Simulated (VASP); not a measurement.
# AlN: single point with PBE

Crystal: AlN.

```
Al N
1.0
     0.00000    2.18488    2.18488
     2.18488    0.00000    2.18488
     2.18488    2.18488    0.00000
Al N
1 1
Direct
  0.00000 0.00000 0.00000
  0.25000 0.25000 0.25000
```

* Program: VASP 6.6.1
* Task: single point
* Functional: PBE
* Potentials or basis: VASP PAW PBE potentials, release 64 (Al, N)
* Cutoff: 520 eV
* k mesh: 8 × 8 × 8
* Occupations: gaussian, width 0.01 eV
* Spin: no spin polarisation

The pressure is 4.3 GPa. The band gap on the k mesh is 3.32 eV, indirect (least direct gap 4.19 eV).

Levels at points of the mesh, in eV from the valence-band top:
```tsv
k point	band 1	band 2	band 3	band 4	band 5	band 6	band 7	band 8
(0.00, 0.00, 0.00)	-14.97	0.00	0.00	0.00	4.19	12.55	12.55	12.55
(0.50, 0.00, 0.00)	-12.93	-5.85	-0.48	-0.48	7.37	9.86	11.14	11.14
(0.50, 0.50, 0.00)	-12.30	-4.90	-1.77	-1.77	3.32	8.61	13.94	15.72
```

Wall time 5.7 s on 1 thread of Intel Xeon 6975P-C, with other jobs on the host, peak memory 0.13 GiB.

A k mesh can miss the band edges. Expect the measured gap to be larger: semilocal functionals such as PBE lack the derivative discontinuity.
